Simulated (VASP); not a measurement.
Input of a VASP 6.6.1 run:

The input INCAR:

```
PREC     = Accurate       # precision mode
ENCUT    = 520            # plane-wave cutoff, eV
EDIFF    = 1E-7           # SCF threshold, eV
ISMEAR   = 0              # smearing method
SIGMA    = 0.1            # smearing width, eV
LREAL    = False          # projectors in reciprocal space
LASPH    = True           # aspherical terms in the spheres
NELM     = 100            # most SCF steps
ALGO     = Fast           # electronic algorithm
ISIF     = 2              # what is computed and relaxed
LWAVE    = False          # write WAVECAR
LCHARG   = False          # write CHGCAR
GGA      = PS             # functional
NBANDS   = 32             # bands
```

The input KPOINTS:

```
regular mesh
0
Gamma
  10 10 10
```

POSCAR

```
Sn3Te
1.0
    4.8604644407      0.0000000000      0.0000000000
    0.0000000000      4.8604644407      0.0000000000
    0.0000000000      0.0000000000      4.8604644407
Sn Te
3 1
Direct
    0.5000000000      0.5000000000      0.0000000000
    0.5000000000      0.0000000000      0.5000000000
    0.0000000000      0.5000000000      0.5000000000
    0.0000000000      0.0000000000      0.0000000000
```

Potentials or basis: VASP PAW PBE potentials, release 64 (Sn_d, Te).

The run is started by

```bash
$ cat potpaw_PBE.64/Sn_d/POTCAR potpaw_PBE.64/Te/POTCAR > POTCAR
$ mpirun -np 1 vasp_std > vasp.out
```

Q: Predict the band gap on the k mesh.

A: Zero (bands 24 and 25 overlap by 3.33 eV).

Q: Estimate the pressure.

A: -2.3 GPa.

Caveat: the cell differs from its parent crystal (strained); the PAW data sets were made with another functional, which shifts forces and pressure a little; spin-orbit coupling is left out, which moves the levels of the heavy elements.
